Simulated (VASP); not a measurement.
Wanted: the native input for a VASP 6.6.1 run.

| Property | Result |
| --- | --- |
| Task | single point |
| Functional | PBE |
| Potentials or basis | VASP PAW PBE potentials, release 64 (Si, Ge_d, Ru_pv) |
| Cutoff | 520 eV |
| k mesh | 6 × 6 × 4 |
| Occupations | gaussian, width 0.1 eV |
| Spin | collinear spin, ferromagnetic start |
| Starting moments | [0.0, 0.0, 0.0, 0.0, 1.0, 1.0] μB |
| Dipole correction | no |
| Further INCAR settings | ALGO = Normal; EDIFF = 1e-06; NBANDS = 50 |

The structure of SiGe3Ru2 lies in POSCAR:

```
SiGe3Ru2
1.0
    3.6099792918      0.0000000000      0.0000000000
    0.0000000000      3.6099792918      0.0000000000
    0.0000000000      0.0000000000      7.1919884304
Si Ge Ru
1 3 2
Direct
    0.0000000000      0.0000000000      0.0000000000
    0.5000000000      0.5000000000      0.0000000000
    0.0000000000      0.5000000000      0.3876780497
    0.5000000000      0.0000000000      0.6123219503
    0.0000000000      0.5000000000      0.7664808747
    0.5000000000      0.0000000000      0.2335191253
```

The cell was built from a structure type or drawn by symmetry, and may not be a known phase.

These files were run (other wordings do the same):

INCAR

```
PREC = Accurate
ENCUT = 520
EDIFF = 1E-6
ISMEAR = 0
SIGMA = 0.1
LREAL = F
LASPH = T
NELM = 150
ALGO = Normal
ISIF = 2
LWAVE = F
LCHARG = F
ISPIN = 2
MAGMOM = 0 0 0 0 1 1
LORBIT = 11
LMAXMIX = 4
GGA = PE
NBANDS = 50
```

KPOINTS

```
regular mesh
0
Gamma
  6 6 4
```

Potentials or basis: VASP PAW PBE potentials, release 64 (Si, Ge_d, Ru_pv).

Command:

```console
$ cat potpaw_PBE.64/Si/POTCAR potpaw_PBE.64/Ge_d/POTCAR potpaw_PBE.64/Ru_pv/POTCAR > POTCAR
$ mpirun -np 1 vasp_std > vasp.out
```

Results of the run:

```json
{
  "Pressure": "0.0 GPa",
  "Largest force": "0.004 eV/Å",
  "Band gap on the k mesh": "zero (filled and empty bands overlap)",
  "Net moment": "0.00 μB per cell",
  "Valence electrons inside the program's atomic spheres": "Si 1.62; Ge 12.57, 12.21 (each value once); Ru 12.77"
}
```

Run time: 110 s on 1 thread of Intel(R) Xeon(R) 6975P-C (Granite Rapids), with other jobs on the host, peak memory 0.36 GiB.
